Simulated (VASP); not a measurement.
# BaZrS3 (Pnma) in VASP: single point with PBE

Aim: the single point of BaZrS3 with PBE.

Everything below comes from runs of VASP 6.6.1. Logs are shortened: lines on timing, memory, paths and dates and some standing lists are left out, and cuts for length are marked.

### Step 1. The cell of the first run

It takes space group Pnma (No. 62, orthorhombic). The conventional cell has a = 7.134 Å, b = 10.042 Å, c = 7.064 Å, α = 90.00°, β = 90.00°, γ = 90.00°. Within 4.2 Å of Ba (site symmetry m) lie 10 S at 3.18 to 3.95 Å and 2 Zr at 4.12 Å. Zr (site symmetry -1) has 6 S at 2.55 to 2.56 Å within 3.4 Å. Within 3.4 Å of S (site symmetry m) lie 2 Zr at 2.55 Å and 2 Ba at 3.18 to 3.26 Å. S (site symmetry 1) has 2 Zr at 2.55 to 2.56 Å and 1 Ba at 3.20 Å within 3.4 Å.

### Step 2. Single point, PBE

File INCAR:

```
  ALGO = Normal
  EDIFF = 1E-6
  ENCUT = 500
  GGA = PE
  GGA_COMPAT = F
  ISIF = 2
  ISMEAR = 0
  LASPH = T
  LCHARG = F
  LREAL = F
  LWAVE = F
  NBANDS = 96
  NELM = 120
  PREC = Accurate
  SIGMA = 0.1
```

File KPOINTS:

```
k-points
0
Gamma
  4 2 4
```

File POSCAR:

```
BaZrS3
1.0
    7.1344888100      0.0000000000      0.0000000000
    0.0000000000     10.0418237600      0.0000000000
    0.0000000000      0.0000000000      7.0635613000
Ba Zr S
4 4 12
Direct
    0.0430272500      0.2500000000      0.0087500800
    0.4569727500      0.7500000000      0.5087500800
    0.5430272500      0.2500000000      0.4912499200
    0.9569727500      0.7500000000      0.9912499200
    0.0000000000      0.0000000000      0.5000000000
    0.5000000000      0.0000000000      0.0000000000
    0.5000000000      0.5000000000      0.0000000000
    0.0000000000      0.5000000000      0.5000000000
    0.9941581600      0.2500000000      0.5608972600
    0.5058418400      0.7500000000      0.0608972600
    0.4941581600      0.2500000000      0.9391027400
    0.0058418400      0.7500000000      0.4391027400
    0.2132557900      0.9681785700      0.7866180500
    0.2867442100      0.0318214300      0.2866180500
    0.7132557900      0.5318214300      0.7133819500
    0.7867442100      0.4681785700      0.2133819500
    0.7867442100      0.0318214300      0.2133819500
    0.7132557900      0.9681785700      0.7133819500
    0.2867442100      0.4681785700      0.2866180500
    0.2132557900      0.5318214300      0.7866180500
```

Potentials or basis: VASP PAW PBE potentials, release 64 (Ba_sv, Zr_sv, S).

Started as:

```
cat potpaw_PBE.64/Ba_sv/POTCAR potpaw_PBE.64/Zr_sv/POTCAR potpaw_PBE.64/S/POTCAR > POTCAR
mpirun -np 1 vasp_std > vasp.out
```

OUTCAR:

```text
EDIFF = 1E-6
   ENCUT = 500
   GGA = PE
   ISIF = 2
   ISMEAR = 0
   LASPH = T
   LREAL = F
   NELM = 120
   PREC = Accurate

 ion  position               nearest neighbor table
   1  0.043  0.250  0.009-   9 3.18  16 3.20  17 3.20  11 3.26  14 3.42  19 3.42  13 3.46  20 3.46
                             6 4.12   7 4.12   5 4.29   8 4.29
   2  0.457  0.750  0.509-  10 3.18  15 3.20  18 3.20  12 3.26  13 3.42  20 3.42  19 3.46  14 3.46
                             5 4.12   8 4.12   7 4.29   6 4.29
   3  0.543  0.250  0.491-  11 3.18  14 3.20  19 3.20   9 3.26  17 3.42  16 3.42  18 3.46  15 3.46
                             5 4.12   8 4.12   7 4.29   6 4.29
   4  0.957  0.750  0.991-  12 3.18  13 3.20  20 3.20  10 3.26  18 3.42  15 3.42  16 3.46  17 3.46
                             6 4.12   7 4.12   5 4.29   8 4.29
   5  0.000  0.000  0.500-   9 2.55  12 2.55  13 2.55  17 2.55  14 2.56  18 2.56   2 4.12   3 4.12
                             1 4.29   4 4.29
   6  0.500  0.000  0.000-  10 2.55  11 2.55  14 2.55  18 2.55  17 2.56  13 2.56   1 4.12   4 4.12
                             3 4.29   2 4.29
   7  0.500  0.500  0.000-  10 2.55  11 2.55  15 2.55  19 2.55  16 2.56  20 2.56   1 4.12   4 4.12
                             3 4.29   2 4.29
   8  0.000  0.500  0.500-   9 2.55  12 2.55  16 2.55  20 2.55  19 2.56  15 2.56   2 4.12   3 4.12
                             1 4.29   4 4.29
   9  0.994  0.250  0.561-   5 2.55   8 2.55   1 3.18   3 3.26
  10  0.506  0.750  0.061-   6 2.55   7 2.55   2 3.18   4 3.26
  11  0.494  0.250  0.939-   6 2.55   7 2.55   3 3.18   1 3.26
  12  0.006  0.750  0.439-   5 2.55   8 2.55   4 3.18   2 3.26
  13  0.213  0.968  0.787-   5 2.55   6 2.56   4 3.20   2 3.42   1 3.46
  14  0.287  0.032  0.287-   6 2.55   5 2.56   3 3.20   1 3.42   2 3.46
  15  0.713  0.532  0.713-   7 2.55   8 2.56   2 3.20   4 3.42   3 3.46
  16  0.787  0.468  0.213-   8 2.55   7 2.56   1 3.20   3 3.42   4 3.46
  17  0.787  0.032  0.213-   5 2.55   6 2.56   1 3.20   3 3.42   4 3.46
  18  0.713  0.968  0.713-   6 2.55   5 2.56   2 3.20   4 3.42   3 3.46
  19  0.287  0.468  0.287-   7 2.55   8 2.56   3 3.20   1 3.42   2 3.46
  20  0.213  0.532  0.787-   8 2.55   7 2.56   4 3.20   2 3.42   1 3.46

  LATTYP: Found a simple orthorhombic cell.
 ALAT       =     7.0635613000
 B/A-ratio  =     1.0100413243
 C/A-ratio  =     1.4216375187

  Lattice vectors:

 A1 = (   0.0000000000,   0.0000000000,   7.0635613000)
 A2 = (   7.1344888100,   0.0000000000,   0.0000000000)
 A3 = (   0.0000000000,  10.0418237600,   0.0000000000)

Analysis of symmetry for initial positions (statically):
=====================================================================
 Subroutine PRICEL returns:
 Original cell was already a primitive cell.

 Routine SETGRP: Setting up the symmetry group for a
 simple orthorhombic supercell.

 Subroutine GETGRP returns: Found  8 space group operations
 (whereof  2 operations were pure point group operations)
 out of a pool of  8 trial point group operations.

The static configuration has the point symmetry S_2 .
 The point group associated with its full space group is D_2h.

Analysis of symmetry for dynamics (positions and initial velocities):
=====================================================================
 Subroutine PRICEL returns:
 Original cell was already a primitive cell.

 Routine SETGRP: Setting up the symmetry group for a
 simple orthorhombic supercell.

 Subroutine GETGRP returns: Found  8 space group operations
 (whereof  2 operations were pure point group operations)
 out of a pool of  8 trial point group operations.

The dynamic configuration has the point symmetry S_2 .
 The point group associated with its full space group is D_2h.

 Subroutine INISYM returns: Found  8 space group operations
 (whereof  2 operations are pure point group operations),
 and found     1 'primitive' translations

----------------------------------------------------------------------------------------

                                     Primitive cell

  volume of cell :     506.0567

  direct lattice vectors                    reciprocal lattice vectors
     7.134488810  0.000000000  0.000000000     0.140164212  0.000000000  0.000000000
     0.000000000 10.041823760  0.000000000     0.000000000  0.099583504  0.000000000
     0.000000000  0.000000000  7.063561300     0.000000000  0.000000000  0.141571646

  length of vectors
     7.134488810 10.041823760  7.063561300     0.140164212  0.099583504  0.141571646

  position of ions in fractional coordinates (direct lattice)
     0.043027250  0.250000000  0.008750080
     0.456972750  0.750000000  0.508750080
[... 53 lines left out ...]
     0.035041053  0.000000000  0.000000000     0.250000000  0.000000000  0.000000000
     0.000000000  0.049791752  0.000000000     0.000000000  0.500000000  0.000000000
     0.000000000  0.000000000  0.035392912     0.000000000  0.000000000  0.250000000

  Length of vectors
     0.035041053  0.049791752  0.035392912

  Shift w.r.t. Gamma in fractional coordinates (k-lattice)
     0.000000000  0.000000000  0.000000000

 Subroutine IBZKPT returns following result:
 ===========================================

 Found     18 irreducible k-points:

 Following reciprocal coordinates:
            Coordinates               Weight
  0.000000  0.000000  0.000000      1.000000
  0.250000  0.000000  0.000000      2.000000
  0.500000  0.000000  0.000000      1.000000
  0.000000  0.500000  0.000000      1.000000
  0.250000  0.500000  0.000000      2.000000
  0.500000  0.500000  0.000000      1.000000
[... 10 lines left out ...]
  0.250000  0.500000  0.500000      2.000000
  0.500000  0.500000  0.500000      1.000000
   k-points           NKPTS =     18   k-points in BZ     NKDIM =     18   number of bands    NBANDS=     96
   number of dos      NEDOS =    301   number of ions     NIONS =     20
   total plane-waves  NPLWV = 233280
   dimension x,y,z NGX =    54 NGY =   80 NGZ =   54
   dimension x,y,z NGXF=   108 NGYF=  160 NGZF=  108
   ions per type =               4   4  12
   NGX,Y,Z   is equivalent  to a cutoff of  12.58, 13.24, 12.71 a.u.
   NGXF,Y,Z  is equivalent  to a cutoff of  25.17, 26.49, 25.42 a.u.
 SYSTEM =  unknown system
   PREC   = accura    normal or accurate (medium, high low for compatibility)
   ISTART =      0    job   : 0-new  1-cont  2-samecut
   ICHARG =      2    charge: 1-file 2-atom 10-const
   ISPIN  =      1    spin polarized calculation?
   LNONCOLLINEAR =      F non collinear calculations
   LSORBIT =      F    spin-orbit coupling
   LASPH  =      T    aspherical Exc in radial PAW
   ENCUT  =  500.0 eV  36.75 Ry    6.06 a.u.  13.01 18.31 12.88*2*pi/ulx,y,z
   NELM   =    120;   NELMIN=  2; NELMDL= -5     # of ELM steps
   EDIFF  = 0.1E-05   stopping-criterion for ELM
   LREAL  =      F    real-space projection
   EDIFFG = 0.1E-04   stopping-criterion for IOM
   NSW    =      0    number of steps for IOM
   IBRION =     -1    ionic relax: 0-MD 1-quasi-New 2-CG
   NFREE  =      0    steps in history (QN), initial steepest desc. (CG)
   ISIF   =      2    stress and relaxation
   ISYM   =      2    0-nonsym 1-usesym 2-fastsym
   POTIM  = 0.5000    time-step for ionic-motion
   TEBEG  =    0.0;   TEEND  =   0.0 temperature during run
   PSTRESS=    0.0 pullay stress
   NELECT =     160.0000    total number of electrons
   NUPDOWN=      -1.0000    fix difference up-down
   EMIN   =  10.00;   EMAX   =-10.00  energy-range for DOS
   EFERMI =   0.00;   METHOD = LEGACY
   ISMEAR =     0;   SIGMA  =   0.10  broadening in eV -4-tet -1-fermi 0-gaus
   EFERMI_NEDOS =   21; number of points for ismear=-14 and -15
   IALGO  =     38    algorithm
   IMIX   =      4    mixing-type and parameters
     AMIX     =   0.40;   BMIX     =  1.00
     AMIX_MAG =   1.60;   BMIX_MAG =  1.00
  volume/ion in A,a.u.               =      25.30       170.75
  Fermi-wavevector in a.u.,A,eV,Ry     =   1.115274  2.107563 16.923432  1.243837
  Thomas-Fermi vector in A             =   2.251878
   LORBIT       =      0    0 simple, 1 ext, 2 COOP (PROOUT), +10 PAW based schemes
   GGA     = PE    functional components
   LHFCALC =     F    Hartree Fock is set to
   AEXX    =    0.0000 exact exchange contribution
   IVDW    =     0    specifies the selected vdW correction
   LEPSILON=     F    determine dielectric tensor
   LRPA    =     F    only Hartree local field effects (RPA)
 non-spin polarized calculation
 Gauss-broadening in eV      SIGMA  =   0.10
  energy-cutoff  :      500.00
  volume of cell :      506.06
 maximum number of plane-waves:     12886
 NGX is ok and might be reduce to    54
   NGX = 27   NGY = 37   NGZ = 25

 number of electron     160.0000007 magnetization

 Free energy of the ion-electron system (eV)
  ---------------------------------------------------
  ext. energy  EPLUGINS =         0.00000000
  ---------------------------------------------------
  free energy    TOTEN  =      -127.83316890 eV

  energy without entropy =     -127.83316890  energy(sigma->0) =     -127.83316890

 E-fermi :   4.1695     XC(G=0):  -9.4357

 val. band max:        3.6508409618   @ k =   0.0000   0.0000   0.0000
 cond. band min:       4.6803133257   @ k =   0.0000   0.0000   0.0000
 fundamental gap:      1.0294723639
 Fermi energy:         4.1694503624

 k-point     1 :       0.0000    0.0000    0.0000
  band No.  band energies     occupation
      1     -45.2618      2.00000
      2     -45.2616      2.00000
      3     -45.2614      2.00000
      4     -45.2612      2.00000
      5     -23.3032      2.00000
      6     -23.3003      2.00000
[... 1699 lines left out ...]
     91       6.7706      0.00000
     92       6.7706      0.00000
 [bands above 92 left out]

------------------------ aborting loop because EDIFF is reached ----------------------------------------

  FORCE on cell =-STRESS in cart. coord.  units (eV):
  Direction    XX          YY          ZZ          XY          YZ          ZX
  --------------------------------------------------------------------------------------
  -------------------------------------------------------------------------------------
  Total        0.8530549      1.0706739      0.7632085      0.0000000      0.0000000      0.0000000
  in kB        2.7007750      3.3897573      2.4163208      0.0000000      0.0000000      0.0000000
  external PRESSURE =       2.8356177 kB  Pullay stress =       0.0000000 kB

 VOLUME and BASIS-vectors are now :
 -----------------------------------------------------------------------------
  energy-cutoff  :      500.00
  volume of cell :      506.06
      direct lattice vectors                 reciprocal lattice vectors
     7.134488810  0.000000000  0.000000000     0.140164212  0.000000000  0.000000000
     0.000000000 10.041823760  0.000000000     0.000000000  0.099583504  0.000000000
     0.000000000  0.000000000  7.063561300     0.000000000  0.000000000  0.141571646

 POSITION                                       TOTAL-FORCE (eV/Angst)
 -----------------------------------------------------------------------------------
      0.30698      2.51046      0.06181         0.041356      0.000000      0.005555
      3.26027      7.53137      3.59359        -0.041356      0.000000      0.005555
      3.87422      2.51046      3.46997         0.041356      0.000000     -0.005555
      6.82751      7.53137      7.00175        -0.041356      0.000000     -0.005555
      0.00000      0.00000      3.53178         0.000000      0.000000     -0.000000
      3.56724      0.00000      0.00000         0.000000      0.000000     -0.000000
[... 12 lines left out ...]
      2.04577      4.70137      2.02454         0.004716     -0.012486      0.002382
      1.52147      5.34046      5.55632        -0.004716      0.012486      0.002382
 -----------------------------------------------------------------------------------
    total drift:                                0.000000     -0.000000     -0.000000

  FREE ENERGIE OF THE ION-ELECTRON SYSTEM (eV)
  ---------------------------------------------------
  free  energy   TOTEN  =      -127.8331688958 eV

  energy  without entropy=     -127.8331688958  energy(sigma->0) =     -127.83316890
```

Wall time 13 min (1 thread of Intel Xeon 6975P-C (Granite Rapids), shared host); peak memory 0.91 GiB.

What came out:

```yaml
Free_energy: -127.8332 eV
Pressure: 0.3 GPa
Largest_force: 0.042 eV/Å
Band_gap_on_the_k_mesh: 1.03 eV, direct
```

Forces in eV/Å, atoms in the order of the input:
```
Ba   0.041  0.000  0.006
Ba  -0.041  0.000  0.006
Ba   0.041  0.000 -0.006
Ba  -0.041  0.000 -0.006
Zr   0.000  0.000  0.000
Zr   0.000  0.000  0.000
Zr   0.000  0.000  0.000
Zr   0.000  0.000  0.000
S   -0.004  0.000  0.018
S    0.004  0.000  0.018
S   -0.004  0.000 -0.018
S    0.004  0.000 -0.018
S   -0.005 -0.012  0.002
S    0.005  0.012  0.002
S   -0.005  0.012 -0.002
S    0.005 -0.012 -0.002
S    0.005  0.012 -0.002
S   -0.005 -0.012 -0.002
S    0.005 -0.012  0.002
S   -0.005  0.012  0.002
```

Caveat: spin-orbit coupling is left out, which moves the levels of the heavy elements. A k mesh can miss the band edges.
